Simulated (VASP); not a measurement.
# AgCl (Chlorargyrite) (Fm-3m) in VASP: settings compared

Aim: see how the results for AgCl (Chlorargyrite) move with the level of theory and the settings. Levels: revPBE, RPBE, PBE. Tasks: single point.

All numbers are computed with VASP 6.6.1; they aren't measurements. Logs are shortened: lines on timing, memory, paths and dates and some standing lists are left out, and cuts for length are marked.

**1. The cell of the first run**

It takes space group Fm-3m (No. 225, cubic). Conventional cell: a = 5.470 Å, b = 5.470 Å, c = 5.470 Å, α = 90.00°, β = 90.00°, γ = 90.00°. Within 3.6 Å of Ag (site symmetry m-3m) lie 6 Cl at 2.73 Å. Cl (site symmetry m-3m) has 6 Ag at 2.73 Å within 3.6 Å.

**2. Single point, revPBE**

Input file INCAR:

```
SYSTEM = AgCl
PREC = Accurate ; ENCUT = 520
EDIFF = 1E-6 ; ISMEAR = 0
SIGMA = 0.01 ; LREAL = .FALSE.
LASPH = .TRUE. ; NELM = 60
ALGO = Normal ; ISIF = 2
LWAVE = .FALSE. ; LCHARG = .FALSE.
GGA = RE ; NBANDS = 16
```

Input file KPOINTS:

```
Automatic mesh
0
G
  6 6 6
  0 0 0
```

Input file POSCAR:

```
AgCl
1.0
    0.0000000000      2.7350000000      2.7350000000
    2.7350000000      0.0000000000      2.7350000000
    2.7350000000      2.7350000000      0.0000000000
Ag Cl
1 1
Direct
    0.0000000000      0.0000000000      0.0000000000
    0.5000000000      0.5000000000      0.5000000000
```

Potentials or basis: VASP PAW PBE potentials, release 64 (Ag, Cl).

On the command line:

```
$ cat potpaw_PBE.64/Ag/POTCAR potpaw_PBE.64/Cl/POTCAR > POTCAR
$ mpirun -np 1 vasp_std > vasp.out
```

OUTCAR:

```text
SYSTEM = AgCl
   PREC = Accurate
   ENCUT = 520
   EDIFF = 1E-6
   ISMEAR = 0
   LREAL = .FALSE.
   LASPH = .TRUE.
   NELM = 60
   ISIF = 2
   GGA = RE

 ion  position               nearest neighbor table
   1  0.000  0.000  0.000-   2 2.73   2 2.73   2 2.73   2 2.73   2 2.73   2 2.73
   2  0.500  0.500  0.500-   1 2.73   1 2.73   1 2.73   1 2.73   1 2.73   1 2.73

  LATTYP: Found a face centered cubic cell.
 ALAT       =     5.4700000000

  Lattice vectors:

 A1 = (   0.0000000000,   2.7350000000,   2.7350000000)
 A2 = (   2.7350000000,   0.0000000000,   2.7350000000)
 A3 = (   2.7350000000,   2.7350000000,   0.0000000000)

Analysis of symmetry for initial positions (statically):
=====================================================================
 Subroutine PRICEL returns:
 Original cell was already a primitive cell.

 Routine SETGRP: Setting up the symmetry group for a
 face centered cubic supercell.

 Subroutine GETGRP returns: Found 48 space group operations
 (whereof 48 operations were pure point group operations)
 out of a pool of 48 trial point group operations.

The static configuration has the point symmetry O_h .

Analysis of symmetry for dynamics (positions and initial velocities):
=====================================================================
 Subroutine PRICEL returns:
 Original cell was already a primitive cell.

 Routine SETGRP: Setting up the symmetry group for a
 face centered cubic supercell.

 Subroutine GETGRP returns: Found 48 space group operations
 (whereof 48 operations were pure point group operations)
 out of a pool of 48 trial point group operations.

The dynamic configuration has the point symmetry O_h .

 Subroutine INISYM returns: Found 48 space group operations
 (whereof 48 operations are pure point group operations),
 and found     1 'primitive' translations

----------------------------------------------------------------------------------------

                                     Primitive cell

  volume of cell :      40.9168

  direct lattice vectors                    reciprocal lattice vectors
     0.000000000  2.735000000  2.735000000    -0.182815356  0.182815356  0.182815356
     2.735000000  0.000000000  2.735000000     0.182815356 -0.182815356  0.182815356
     2.735000000  2.735000000  0.000000000     0.182815356  0.182815356 -0.182815356

  length of vectors
     3.867874093  3.867874093  3.867874093     0.316645486  0.316645486  0.316645486

  position of ions in fractional coordinates (direct lattice)
     0.000000000  0.000000000  0.000000000
     0.500000000  0.500000000  0.500000000

  ion indices of the primitive-cell ions
   primitive index   ion index
                 1           1
                 2           2

----------------------------------------------------------------------------------------

 KPOINTS: Automatic mesh

Automatic generation of k-mesh.
 Grid dimensions read from file:
 generate k-points for:    6    6    6

 Generating k-lattice:

  Cartesian coordinates                     Fractional coordinates (reciprocal lattice)
    -0.030469226  0.030469226  0.030469226     0.166666667  0.000000000  0.000000000
     0.030469226 -0.030469226  0.030469226     0.000000000  0.166666667  0.000000000
     0.030469226  0.030469226 -0.030469226     0.000000000  0.000000000  0.166666667

  Length of vectors
     0.052774248  0.052774248  0.052774248

  Shift w.r.t. Gamma in fractional coordinates (k-lattice)
     0.000000000  0.000000000  0.000000000

 Subroutine IBZKPT returns following result:
 ===========================================

 Found     16 irreducible k-points:

 Following reciprocal coordinates:
            Coordinates               Weight
  0.000000  0.000000  0.000000      1.000000
  0.166667  0.000000  0.000000      8.000000
  0.333333  0.000000  0.000000      8.000000
  0.500000  0.000000  0.000000      4.000000
  0.166667  0.166667  0.000000      6.000000
  0.333333  0.166667  0.000000     24.000000
[... 8 lines left out ...]
 -0.333333  0.333333  0.166667     24.000000
 -0.333333  0.500000  0.166667     12.000000
   k-points           NKPTS =     16   k-points in BZ     NKDIM =     16   number of bands    NBANDS=     16
   number of dos      NEDOS =    301   number of ions     NIONS =      2
   total plane-waves  NPLWV =  27000
   dimension x,y,z NGX =    30 NGY =   30 NGZ =   30
   dimension x,y,z NGXF=    60 NGYF=   60 NGZF=   60
   ions per type =               1   1
   NGX,Y,Z   is equivalent  to a cutoff of  12.89, 12.89, 12.89 a.u.
   NGXF,Y,Z  is equivalent  to a cutoff of  25.79, 25.79, 25.79 a.u.
 SYSTEM =  AgCl
   PREC   = accura    normal or accurate (medium, high low for compatibility)
   ISTART =      0    job   : 0-new  1-cont  2-samecut
   ICHARG =      2    charge: 1-file 2-atom 10-const
   ISPIN  =      1    spin polarized calculation?
   LNONCOLLINEAR =      F non collinear calculations
   LSORBIT =      F    spin-orbit coupling
   LASPH  =      T    aspherical Exc in radial PAW
   ENCUT  =  520.0 eV  38.22 Ry    6.18 a.u.   7.19  7.19  7.19*2*pi/ulx,y,z
   NELM   =     60;   NELMIN=  2; NELMDL= -5     # of ELM steps
   EDIFF  = 0.1E-05   stopping-criterion for ELM
   LREAL  =      F    real-space projection
   EDIFFG = 0.1E-04   stopping-criterion for IOM
   NSW    =      0    number of steps for IOM
   IBRION =     -1    ionic relax: 0-MD 1-quasi-New 2-CG
   NFREE  =      0    steps in history (QN), initial steepest desc. (CG)
   ISIF   =      2    stress and relaxation
   ISYM   =      2    0-nonsym 1-usesym 2-fastsym
   POTIM  = 0.5000    time-step for ionic-motion
   TEBEG  =    0.0;   TEEND  =   0.0 temperature during run
   PSTRESS=    0.0 pullay stress
   NELECT =      18.0000    total number of electrons
   NUPDOWN=      -1.0000    fix difference up-down
   EMIN   =  10.00;   EMAX   =-10.00  energy-range for DOS
   EFERMI =   0.00;   METHOD = LEGACY
   ISMEAR =     0;   SIGMA  =   0.01  broadening in eV -4-tet -1-fermi 0-gaus
   EFERMI_NEDOS =   21; number of points for ismear=-14 and -15
   IALGO  =     38    algorithm
   IMIX   =      4    mixing-type and parameters
     AMIX     =   0.40;   BMIX     =  1.00
     AMIX_MAG =   1.60;   BMIX_MAG =  1.00
  volume/ion in A,a.u.               =      20.46       138.06
  Fermi-wavevector in a.u.,A,eV,Ry     =   1.245083  2.352866 21.092186  1.550232
  Thomas-Fermi vector in A             =   2.379321
   LORBIT       =      0    0 simple, 1 ext, 2 COOP (PROOUT), +10 PAW based schemes
   GGA     = RE    functional components
   LHFCALC =     F    Hartree Fock is set to
   AEXX    =    0.0000 exact exchange contribution
   IVDW    =     0    specifies the selected vdW correction
   LEPSILON=     F    determine dielectric tensor
   LRPA    =     F    only Hartree local field effects (RPA)
 non-spin polarized calculation
 Gauss-broadening in eV      SIGMA  =   0.01
  energy-cutoff  :      520.00
  volume of cell :       40.92
 maximum number of plane-waves:      1113
 NGX is ok and might be reduce to    30
   NGX = 15   NGY = 15   NGZ = 15

 number of electron      18.0000002 magnetization

 Free energy of the ion-electron system (eV)
  ---------------------------------------------------
  ext. energy  EPLUGINS =         0.00000000
  ---------------------------------------------------
  free energy    TOTEN  =        -4.69534715 eV

  energy without entropy =       -4.69534715  energy(sigma->0) =       -4.69534715

 E-fermi :   4.5376     XC(G=0): -10.0186

 val. band max:        4.4497812155   @ k =   0.5000   0.0000   0.0000
 cond. band min:       5.4752961098   @ k =   0.0000   0.0000   0.0000
 fundamental gap:      1.0255148943
 Fermi energy:         4.5375527667

 k-point     1 :       0.0000    0.0000    0.0000
  band No.  band energies     occupation
      1     -10.9886      2.00000
      2       1.8561      2.00000
      3       1.8561      2.00000
      4       1.8561      2.00000
      5       1.8985      2.00000
      6       1.8985      2.00000
[... 8 lines left out ...]
     15      18.1315      0.00000
     16      18.1315      0.00000

 k-point     2 :       0.1667    0.0000    0.0000
  band No.  band energies     occupation
      1     -10.8744      2.00000
      2       0.7281      2.00000
      3       0.9250      2.00000
      4       0.9250      2.00000
      5       1.9550      2.00000
      6       1.9550      2.00000
[... 8 lines left out ...]
     15      16.5187      0.00000
     16      17.3946      0.00000

 k-point     3 :       0.3333    0.0000    0.0000
  band No.  band energies     occupation
      1     -10.6297      2.00000
      2      -0.5799      2.00000
      3       0.2582      2.00000
      4       0.2582      2.00000
      5       2.1537      2.00000
      6       2.1537      2.00000
[... 8 lines left out ...]
     15      17.3074      0.00000
     16      17.4767      0.00000

 k-point     4 :       0.5000    0.0000    0.0000
  band No.  band energies     occupation
      1     -10.4978      2.00000
      2      -1.1064      2.00000
      3       0.0248      2.00000
      4       0.0248      2.00000
      5       2.2577      2.00000
      6       2.2577      2.00000
[... 8 lines left out ...]
     15      18.1555      0.00000
     16      18.3334      0.00000
[... 172 lines left out ...]
 k-point    14 :       0.5000    0.3333    0.1667
  band No.  band energies     occupation
      1     -10.5267      2.00000
      2      -0.5031      2.00000
      3       0.2432      2.00000
      4       0.5657      2.00000
      5       2.0613      2.00000
      6       2.2650      2.00000
[... 8 lines left out ...]
     15      19.0368      0.00000
     16      20.7659      0.00000

 k-point    15 :      -0.3333    0.3333    0.1667
  band No.  band energies     occupation
      1     -10.4589      2.00000
      2      -0.4014      2.00000
      3       0.1392      2.00000
      4       0.1973      2.00000
      5       2.1835      2.00000
      6       2.2615      2.00000
[... 8 lines left out ...]
     15      18.1918      0.00000
     16      19.7820      0.00000

 k-point    16 :      -0.3333    0.5000    0.1667
  band No.  band energies     occupation
      1     -10.4558      2.00000
      2      -0.0104      2.00000
      3       0.1834      2.00000
      4       0.4886      2.00000
      5       2.1366      2.00000
      6       2.3873      2.00000
[... 8 lines left out ...]
     15      18.8834      0.00000
     16      19.5740      0.00000

------------------------ aborting loop because EDIFF is reached ----------------------------------------

  FORCE on cell =-STRESS in cart. coord.  units (eV):
  Direction    XX          YY          ZZ          XY          YZ          ZX
  --------------------------------------------------------------------------------------
  -------------------------------------------------------------------------------------
  Total        1.5692003      1.5692003      1.5692003      0.0000000      0.0000000     -0.0000000
  in kB       61.4450623     61.4450623     61.4450623      0.0000000      0.0000000     -0.0000000
  external PRESSURE =      61.4450623 kB  Pullay stress =       0.0000000 kB

 VOLUME and BASIS-vectors are now :
 -----------------------------------------------------------------------------
  energy-cutoff  :      520.00
  volume of cell :       40.92
      direct lattice vectors                 reciprocal lattice vectors
     0.000000000  2.735000000  2.735000000    -0.182815356  0.182815356  0.182815356
     2.735000000  0.000000000  2.735000000     0.182815356 -0.182815356  0.182815356
     2.735000000  2.735000000  0.000000000     0.182815356  0.182815356 -0.182815356

 POSITION                                       TOTAL-FORCE (eV/Angst)
 -----------------------------------------------------------------------------------
      0.00000      0.00000      0.00000        -0.000000     -0.000000     -0.000000
      2.73500      2.73500      2.73500         0.000000      0.000000      0.000000
 -----------------------------------------------------------------------------------
    total drift:                               -0.000000      0.000000      0.000000

  FREE ENERGIE OF THE ION-ELECTRON SYSTEM (eV)
  ---------------------------------------------------
  free  energy   TOTEN  =        -4.6953471451 eV

  energy  without entropy=       -4.6953471451  energy(sigma->0) =       -4.69534715
```

Run time: 22 s. Hardware: 1 thread of AMD EPYC 7R13, shared host; peak memory 0.14 GiB.

Results:

```
Free energy            : -4.6953 eV
Pressure               : 6.1 GPa
Band gap on the k mesh : 1.03 eV, indirect (least direct gap 3.53 eV)
```

Levels at points of the mesh, in eV from the valence-band top:
```
           k point  band 5  band 6  band 7  band 8  band 9  band 10  band 11  band 12  band 13  band 14
(0.00, 0.00, 0.00)   -2.55   -2.55   -2.50   -2.50   -2.50     1.03    10.87    10.87    10.87    12.50
(0.50, 0.00, 0.00)   -2.19   -2.19   -1.86    0.00    0.00     4.25     6.85     7.67     7.67    13.71
(0.50, 0.50, 0.00)   -2.95   -2.35   -2.06   -2.06   -1.94     2.40     8.05     8.89    11.84    11.84
```

Caveat: the PAW data sets were made with another functional, which shifts forces and pressure a little.

**3. Single point, RPBE**

Input file INCAR:

```
PREC = Accurate
ENCUT = 520
EDIFF = 1E-6
ISMEAR = 0
SIGMA = 0.01
LREAL = False
LASPH = True
NELM = 60
ALGO = Normal
ISIF = 2
LWAVE = False
LCHARG = False
GGA = RP
NBANDS = 16
```

Input file KPOINTS:

```
regular mesh
0
Gamma
  6 6 6
```

POSCAR is that of step 2.

Potentials or basis: VASP PAW PBE potentials, release 64 (Ag, Cl).

On the command line:

```
$ cat potpaw_PBE.64/Ag/POTCAR potpaw_PBE.64/Cl/POTCAR > POTCAR
$ mpirun -np 1 vasp_std > vasp.out
```

OUTCAR:

```text
PREC = Accurate
   ENCUT = 520
   EDIFF = 1E-6
   ISMEAR = 0
   LREAL = False
   LASPH = True
   NELM = 60
   ISIF = 2
   GGA = RP

 ion  position               nearest neighbor table
   1  0.000  0.000  0.000-   2 2.73   2 2.73   2 2.73   2 2.73   2 2.73   2 2.73
   2  0.500  0.500  0.500-   1 2.73   1 2.73   1 2.73   1 2.73   1 2.73   1 2.73

  LATTYP: Found a face centered cubic cell.
 ALAT       =     5.4700000000

  Lattice vectors:

 A1 = (   0.0000000000,   2.7350000000,   2.7350000000)
[... 480 lines left out ...]
------------------------ aborting loop because EDIFF is reached ----------------------------------------

  FORCE on cell =-STRESS in cart. coord.  units (eV):
  Direction    XX          YY          ZZ          XY          YZ          ZX
  --------------------------------------------------------------------------------------
  -------------------------------------------------------------------------------------
  Total        1.8002149      1.8002149      1.8002149      0.0000000      0.0000000     -0.0000000
  in kB       70.4908825     70.4908825     70.4908825      0.0000000      0.0000000     -0.0000000
  external PRESSURE =      70.4908825 kB  Pullay stress =       0.0000000 kB

 VOLUME and BASIS-vectors are now :
 -----------------------------------------------------------------------------
  energy-cutoff  :      520.00
  volume of cell :       40.92
      direct lattice vectors                 reciprocal lattice vectors
     0.000000000  2.735000000  2.735000000    -0.182815356  0.182815356  0.182815356
     2.735000000  0.000000000  2.735000000     0.182815356 -0.182815356  0.182815356
     2.735000000  2.735000000  0.000000000     0.182815356  0.182815356 -0.182815356

 POSITION                                       TOTAL-FORCE (eV/Angst)
 -----------------------------------------------------------------------------------
      0.00000      0.00000      0.00000        -0.000000     -0.000000     -0.000000
      2.73500      2.73500      2.73500         0.000000      0.000000      0.000000
 -----------------------------------------------------------------------------------
    total drift:                               -0.000000      0.000000      0.000000

  FREE ENERGIE OF THE ION-ELECTRON SYSTEM (eV)
  ---------------------------------------------------
  free  energy   TOTEN  =        -4.6032372860 eV

  energy  without entropy=       -4.6032372860  energy(sigma->0) =       -4.60323729
```

It took 27 s on 1 thread of AMD EPYC 7R13, shared host; peak memory 0.14 GiB.

Results:

```yaml
Free_energy: -4.6032 eV
Pressure: 7.0 GPa
Band_gap_on_the_k_mesh: 1.07 eV, indirect (least direct gap 3.58 eV)
```

Caveat: the PAW data sets were made with another functional, which shifts forces and pressure a little.

(Part 1 of 2 ends here.)
